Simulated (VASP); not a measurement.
# Sr (C2/m) in VASP: notebook

Sr is run at these levels: PBE; tasks: single point.

All numbers are computed with VASP 6.6.1; they aren't measurements. Logs are shortened: lines on timing, memory, paths and dates and some standing lists are left out, and cuts for length are marked.

## 1. The cell of the first run

It takes space group C2/m (No. 12, monoclinic). The conventional cell has a = 7.451 Å, b = 4.322 Å, c = 11.123 Å, α = 90.00°, β = 102.37°, γ = 90.00°. Sr (site symmetry 2/m) has 12 Sr at 4.31 to 4.51 Å within 5.6 Å. Sr (site symmetry m) has 12 Sr at 4.16 to 4.51 Å within 5.5 Å.

## 2. Single point, PBE (strained)

INCAR reads:

```
SYSTEM = Sr
  ALGO = Normal
  EDIFF = 1E-6
  ENCUT = 500
  GGA = PE
  GGA_COMPAT = .FALSE.
  ISIF = 2
  ISMEAR = 0
  LASPH = .TRUE.
  LCHARG = .TRUE.
  LELF = .TRUE.
  LREAL = .FALSE.
  LVHAR = .TRUE.
  LWAVE = .FALSE.
  NBANDS = 22
  NELM = 120
  PREC = Accurate
  SIGMA = 0.1
```

KPOINTS reads:

```
k-points
0
G
  12 12 4
  0 0 0
```

POSCAR reads:

```
Sr
1.0
    3.7254343009     -2.1608650985      0.0224624472
    3.7254343009      2.1608650985      0.0224624472
   -2.4491035660      0.0000000000     10.8498204791
Sr
3
Direct
    0.0000000000      0.0000000000      0.5000000000
    0.2112018097      0.2112018097      0.1564570563
    0.7887981903      0.7887981903      0.8435429437
```

Potentials or basis: VASP PAW PBE potentials, release 64 (Sr_sv).

The run is started by

```
$ cat potpaw_PBE.64/Sr_sv/POTCAR > POTCAR
$ mpirun -np 1 vasp_std > vasp.out
```

OUTCAR:

```text
SYSTEM = Sr
   EDIFF = 1E-6
   ENCUT = 500
   GGA = PE
   ISIF = 2
   ISMEAR = 0
   LASPH = .TRUE.
   LREAL = .FALSE.
   NELM = 120
   PREC = Accurate

 ion  position               nearest neighbor table
   1  0.000  0.000  0.500-   2 4.43   3 4.43   3 4.51   3 4.51   2 4.51   2 4.51
   2  0.211  0.211  0.156-   3 4.16   3 4.24   3 4.24   1 4.43   1 4.51   1 4.51
   3  0.789  0.789  0.844-   2 4.16   2 4.24   2 4.24   1 4.43   1 4.51   1 4.51

  LATTYP: Found a base centered monoclinic cell.
 ALAT       =     7.4510040375
 B/A-ratio  =     0.5800198437
 C/A-ratio  =     1.4927923031
 COS(beta)  =    -0.2143022531

  Lattice vectors:

 A1 = (   3.7254343009,  -2.1608650985,   0.0224624472)
 A2 = (   3.7254343009,   2.1608650985,   0.0224624472)
 A3 = (  -2.4491035660,   0.0000000000,  10.8498204791)

Analysis of symmetry for initial positions (statically):
=====================================================================
 Subroutine PRICEL returns:
 Original cell was already a primitive cell.

 Routine SETGRP: Setting up the symmetry group for a
 base centered monoclinic supercell.

 Subroutine GETGRP returns: Found  4 space group operations
 (whereof  4 operations were pure point group operations)
 out of a pool of  4 trial point group operations.

The static configuration has the point symmetry C_2h.

Analysis of symmetry for dynamics (positions and initial velocities):
=====================================================================
 Subroutine PRICEL returns:
 Original cell was already a primitive cell.

 Routine SETGRP: Setting up the symmetry group for a
 base centered monoclinic supercell.

 Subroutine GETGRP returns: Found  4 space group operations
 (whereof  4 operations were pure point group operations)
 out of a pool of  4 trial point group operations.

The dynamic configuration has the point symmetry C_2h.

 Subroutine INISYM returns: Found  4 space group operations
 (whereof  4 operations are pure point group operations),
 and found     1 'primitive' translations

----------------------------------------------------------------------------------------

                                     Primitive cell

  volume of cell :     174.9234

  direct lattice vectors                    reciprocal lattice vectors
     3.725434301 -2.160865098  0.022462447     0.134030122 -0.231388808  0.030254293
     3.725434301  2.160865098  0.022462447     0.134030122  0.231388808  0.030254293
    -2.449103566  0.000000000 10.849820479    -0.000554967  0.000000000  0.092042152

  length of vectors
[... 83 lines left out ...]
   NELM   =    120;   NELMIN=  2; NELMDL= -5     # of ELM steps
   EDIFF  = 0.1E-05   stopping-criterion for ELM
   LREAL  =      F    real-space projection
   EDIFFG = 0.1E-04   stopping-criterion for IOM
   NSW    =      0    number of steps for IOM
   IBRION =     -1    ionic relax: 0-MD 1-quasi-New 2-CG
   NFREE  =      0    steps in history (QN), initial steepest desc. (CG)
   ISIF   =      2    stress and relaxation
   ISYM   =      2    0-nonsym 1-usesym 2-fastsym
   POTIM  = 0.5000    time-step for ionic-motion
   TEBEG  =    0.0;   TEEND  =   0.0 temperature during run
   PSTRESS=    0.0 pullay stress
   NELECT =      30.0000    total number of electrons
   NUPDOWN=      -1.0000    fix difference up-down
   EMIN   =  10.00;   EMAX   =-10.00  energy-range for DOS
   EFERMI =   0.00;   METHOD = LEGACY
   ISMEAR =     0;   SIGMA  =   0.10  broadening in eV -4-tet -1-fermi 0-gaus
   EFERMI_NEDOS =   21; number of points for ismear=-14 and -15
   IALGO  =     38    algorithm
   IMIX   =      4    mixing-type and parameters
     AMIX     =   0.40;   BMIX     =  1.00
     AMIX_MAG =   1.60;   BMIX_MAG =  1.00
  volume/ion in A,a.u.               =      58.31       393.48
  Fermi-wavevector in a.u.,A,eV,Ry     =   0.909563  1.718824 11.256159  0.827304
  Thomas-Fermi vector in A             =   2.033622
   LORBIT       =      0    0 simple, 1 ext, 2 COOP (PROOUT), +10 PAW based schemes
   GGA     = PE    functional components
   LHFCALC =     F    Hartree Fock is set to
   AEXX    =    0.0000 exact exchange contribution
   IVDW    =     0    specifies the selected vdW correction
   LEPSILON=     F    determine dielectric tensor
   LRPA    =     F    only Hartree local field effects (RPA)
 non-spin polarized calculation
 Gauss-broadening in eV      SIGMA  =   0.10
  energy-cutoff  :      500.00
  volume of cell :      174.92
 maximum number of plane-waves:      4466
   NGX = 15   NGY = 15   NGZ = 41

 number of electron      30.0000000 magnetization

 Free energy of the ion-electron system (eV)
  ---------------------------------------------------
  ext. energy  EPLUGINS =         0.00000000
  ---------------------------------------------------
  free energy    TOTEN  =        -4.86706274 eV

  energy without entropy =       -4.84831365  energy(sigma->0) =       -4.85768819

 E-fermi :   1.3966     XC(G=0):  -7.1730

 val. band max:        1.3864275801   @ k =  -0.3333   0.2500   0.2500
 cond. band min:       1.3981425647   @ k =   0.4167   0.1667   0.2500
 fundamental gap:      0.0117149846
 Fermi energy:         1.3966162472

 k-point     1 :       0.0000    0.0000    0.0000
  band No.  band energies     occupation
      1     -35.4166      2.00000
      2     -35.3056      2.00000
      3     -35.2974      2.00000
      4     -17.3953      2.00000
      5     -17.3359      2.00000
      6     -17.3241      2.00000
[... 589 lines left out ...]
     21       3.1225      0.00000
     22       3.4100      0.00000

 [... further k-points ...]

------------------------ aborting loop because EDIFF is reached ----------------------------------------

  FORCE on cell =-STRESS in cart. coord.  units (eV):
  Direction    XX          YY          ZZ          XY          YZ          ZX
  --------------------------------------------------------------------------------------
  -------------------------------------------------------------------------------------
  Total       -0.3101845     -0.5841138     -0.8645777      0.0000000      0.0000000     -0.0066171
  in kB       -2.8410763     -5.3500794     -7.9189353      0.0000000      0.0000000     -0.0606081
  external PRESSURE =      -5.3700303 kB  Pullay stress =       0.0000000 kB

 VOLUME and BASIS-vectors are now :
 -----------------------------------------------------------------------------
  energy-cutoff  :      500.00
  volume of cell :      174.92
      direct lattice vectors                 reciprocal lattice vectors
     3.725434301 -2.160865098  0.022462447     0.134030122 -0.231388808  0.030254293
     3.725434301  2.160865098  0.022462447     0.134030122  0.231388808  0.030254293
    -2.449103566  0.000000000 10.849820479    -0.000554967  0.000000000  0.092042152

 POSITION                                       TOTAL-FORCE (eV/Angst)
 -----------------------------------------------------------------------------------
     -1.22455      0.00000      5.42491         0.000000      0.000000     -0.000000
      1.19046      0.00000      1.70702         0.029125      0.000000      0.217585
      3.81131      0.00000      9.18773        -0.029125      0.000000     -0.217585
 -----------------------------------------------------------------------------------
    total drift:                               -0.000000      0.000000      0.000000

  FREE ENERGIE OF THE ION-ELECTRON SYSTEM (eV)
  ---------------------------------------------------
  free  energy   TOTEN  =        -4.8670627361 eV

  energy  without entropy=       -4.8483136478  energy(sigma->0) =       -4.85768819
```

It took 6.1 min on 1 thread of Intel Xeon 6975P-C (Granite Rapids), shared host; peak memory 0.61 GiB.

What came out:

| Property | Result |
| --- | --- |
| Free energy | -4.8671 eV |
| Pressure | -0.5 GPa |
| Largest force | 0.220 eV/Å |
| Band gap on the k mesh | zero (bands 15 and 16 overlap by 0.27 eV) |

Forces on the atoms (eV/Å):
```
Sr   0.000  0.000  0.000
Sr   0.029  0.000  0.218
Sr  -0.029  0.000 -0.218
```

Caveat: the cell differs from its parent crystal (strained).

## 3. Single point, PBE

This run uses another cell than the first one, of 55.05 Å³/atom.

INCAR reads:

```
ALGO = Normal
EDIFF = 1E-6
ENCUT = 520
GGA = PE
ISIF = 2
ISMEAR = 0
LASPH = True
LCHARG = True
LELF = True
LREAL = False
LVHAR = True
LWAVE = False
NBANDS = 22
NELM = 100
PREC = Accurate
SIGMA = 0.1
```

KPOINTS reads:

```
k-points
0
Gamma
  12 12 4
```

POSCAR reads:

```
Sr
1.0
    3.6946304867     -2.1340941199      0.0077681720
    3.6946304867      2.1340941199      0.0077681720
   -2.4698555753      0.0000000000     10.4679560898
Sr
3
Direct
    0.0000000000      0.0000000000      0.5000000000
    0.2223851499      0.2223851499      0.1671601944
    0.7776148501      0.7776148501      0.8328398056
```

Potentials or basis: VASP PAW PBE potentials, release 64 (Sr_sv).

The run is started by

```
$ cat potpaw_PBE.64/Sr_sv/POTCAR > POTCAR
$ mpirun -np 1 vasp_std > vasp.out
```

OUTCAR:

```text
EDIFF = 1E-6
   ENCUT = 520
   GGA = PE
   ISIF = 2
   ISMEAR = 0
   LASPH = True
   LREAL = False
   NELM = 100
   PREC = Accurate

 ion  position               nearest neighbor table
   1  0.000  0.000  0.500-   2 4.27   3 4.27   3 4.27   3 4.27   2 4.27   2 4.27
   2  0.222  0.222  0.167-   1 4.27   1 4.27   1 4.27   3 4.28   3 4.28   3 4.28
   3  0.778  0.778  0.833-   1 4.27   1 4.27   1 4.27   2 4.28   2 4.28   2 4.28

  LATTYP: Found a base centered monoclinic cell.
 ALAT       =     7.3892773064
 B/A-ratio  =     0.5776191721
 C/A-ratio  =     1.4555394047
 COS(beta)  =    -0.2275921177

  Lattice vectors:

 A1 = (   3.6946304867,  -2.1340941199,   0.0077681720)
 A2 = (   3.6946304867,   2.1340941199,   0.0077681720)
 A3 = (  -2.4698555753,   0.0000000000,  10.4679560898)

Analysis of symmetry for initial positions (statically):
=====================================================================
 Subroutine PRICEL returns:
 Original cell was already a primitive cell.

 Routine SETGRP: Setting up the symmetry group for a
 base centered monoclinic supercell.

[... 164 lines left out ...]
  free energy    TOTEN  =        -4.91576621 eV

  energy without entropy =       -4.89785538  energy(sigma->0) =       -4.90681080

 E-fermi :   1.6045     XC(G=0):  -7.3470

 val. band max:        1.6001374820   @ k =  -0.1667   0.0833   0.5000
 cond. band min:       1.6046997816   @ k =  -0.1667   0.1667   0.5000
 fundamental gap:      0.0045622996
 Fermi energy:         1.6045111338

 k-point     1 :       0.0000    0.0000    0.0000
  band No.  band energies     occupation
      1     -35.0383      2.00000
      2     -35.0301      2.00000
      3     -35.0211      2.00000
      4     -17.0727      2.00000
      5     -17.0673      2.00000
      6     -16.9485      2.00000
[... 589 lines left out ...]
     21       3.3327      0.00000
     22       3.7205      0.00000

 [... further k-points ...]

------------------------ aborting loop because EDIFF is reached ----------------------------------------

  FORCE on cell =-STRESS in cart. coord.  units (eV):
  Direction    XX          YY          ZZ          XY          YZ          ZX
  --------------------------------------------------------------------------------------
  -------------------------------------------------------------------------------------
  Total        0.0131672      0.0086939      0.0093788      0.0000000      0.0000000      0.0047999
  in kB        0.1277354      0.0843402      0.0909844      0.0000000      0.0000000      0.0465637
  external PRESSURE =       0.1010200 kB  Pullay stress =       0.0000000 kB

 VOLUME and BASIS-vectors are now :
 -----------------------------------------------------------------------------
  energy-cutoff  :      520.00
  volume of cell :      165.16
      direct lattice vectors                 reciprocal lattice vectors
     3.694630487 -2.134094120  0.007768172     0.135264428 -0.234291447  0.031914884
     3.694630487  2.134094120  0.007768172     0.135264428  0.234291447  0.031914884
    -2.469855575  0.000000000 10.467956090    -0.000200757  0.000000000  0.095482265

 POSITION                                       TOTAL-FORCE (eV/Angst)
 -----------------------------------------------------------------------------------
     -1.23493      0.00000      5.23398        -0.000000      0.000000      0.000000
      1.23040      0.00000      1.75328        -0.000285      0.000000      0.000054
      3.68901      0.00000      8.73021         0.000285      0.000000     -0.000054
 -----------------------------------------------------------------------------------
    total drift:                               -0.000000     -0.000000      0.000000

  FREE ENERGIE OF THE ION-ELECTRON SYSTEM (eV)
  ---------------------------------------------------
  free  energy   TOTEN  =        -4.9157662133 eV

  energy  without entropy=       -4.8978553806  energy(sigma->0) =       -4.90681080
```

Wall time 4.6 min (1 thread of Intel Xeon Platinum 8488C (Sapphire Rapids), shared host); peak memory 0.6 GiB.

Results:

```
Free energy            : -4.9158 eV
Pressure               : 0.0 GPa
Band gap on the k mesh : zero (bands 15 and 16 overlap by 0.11 eV)
```

## 4. Single point, PBE

This run uses another cell than the first one, of 57.13 Å³/atom.

INCAR reads:

```
SYSTEM = Sr
ALGO = Normal
EDIFF = 1E-7
ENCUT = 520
GGA = PE
ISIF = 2
ISMEAR = 0
LASPH = .True.
LCHARG = .True.
LELF = .True.
LREAL = .False.
LVHAR = .True.
LWAVE = .False.
NBANDS = 22
NELM = 100
PREC = Accurate
SIGMA = 0.1
```

KPOINTS reads:

```
k-points
0
Gamma
  6 6 2
  0 0 0
```

POSCAR reads:

```
Sr
1.0
    3.7437411953     -2.1636345507      0.0000000000
    3.7437411953      2.1636345507      0.0000000000
   -2.5249313947      0.0000000000     10.5801523658
Sr
3
Direct
    0.0000000000      0.0000000000      0.5000000000
    0.2223443500      0.2223443500      0.1666707800
    0.7776556500      0.7776556500      0.8333292200
```

The run is started by

```
$ cat potpaw_PBE.64/Sr_sv/POTCAR > POTCAR
$ mpirun -np 1 vasp_std > vasp.out
```

Wall time 65 s (1 thread of Intel Xeon Platinum 8488C (Sapphire Rapids), shared host); peak memory 0.3 GiB.

It converged, with:

- Free energy: -4.8811 eV
- Pressure: -0.4 GPa
- Largest force: 0.006 eV/Å

Forces on the atoms (eV/Å):
```
Sr   0.000  0.000  0.000
Sr   0.001  0.000  0.006
Sr  -0.001  0.000 -0.006
```

Stress tensor (GPa, compression positive):
```
-0.48  0.00 -0.08
 0.00 -0.47  0.00
-0.08  0.00 -0.33
```

Levels at points of the mesh, in eV from the Fermi level:
| k point | band 13 | band 14 | band 15 | band 16 | band 17 | band 18 |
| --- | --- | --- | --- | --- | --- | --- |
| (0.00, 0.00, 0.00) | -3.58 | -2.06 | -2.06 | 0.77 | 0.77 | 2.20 |
| (0.50, 0.00, 0.00) | -1.10 | -0.66 | -0.63 | 0.08 | 0.29 | 0.39 |
| (0.50, 0.50, 0.00) | -0.93 | -0.92 | -0.55 | 0.11 | 0.18 | 0.32 |
| (0.00, 0.00, 0.50) | -3.16 | -3.16 | -1.09 | 0.03 | 1.75 | 1.76 |
| (0.50, 0.00, 0.50) | -0.93 | -0.92 | -0.56 | 0.12 | 0.18 | 0.32 |
| (0.50, 0.50, 0.50) | -1.10 | -0.66 | -0.63 | 0.08 | 0.30 | 0.38 |

## 5. Overview

| cell | k mesh | cutoff (eV) | gap on the mesh (eV) | pressure (GPa) | largest force (eV/Å) |
| --- | --- | --- | --- | --- | --- |
| a = 4.307, b = 4.307, c = 11.123 Å, angles 100.7, 100.7, 60.2°, 3 atoms, atomic positions A | 12 × 12 × 4 | 500 | none | -0.5 | 0.22 |
| a = 4.267, b = 4.267, c = 10.755 Å, angles 101.4, 101.4, 60.0°, 3 atoms, atomic positions B | 12 × 12 × 4 | 520 | none | 0.0 | - |
| a = 4.324, b = 4.324, c = 10.877 Å, angles 101.6, 101.6, 60.1°, 3 atoms, atomic positions C | 6 × 6 × 2 | 520 | - | -0.4 | 0.01 |

Alike in all rows: task single point; level PBE; potentials or basis VASP PAW PBE potentials, release 64 (Sr_sv); no spin polarisation; smearing gaussian 0.1 eV.

Total energies depend on the potentials used, so only differences within one code and one set of settings carry meaning.
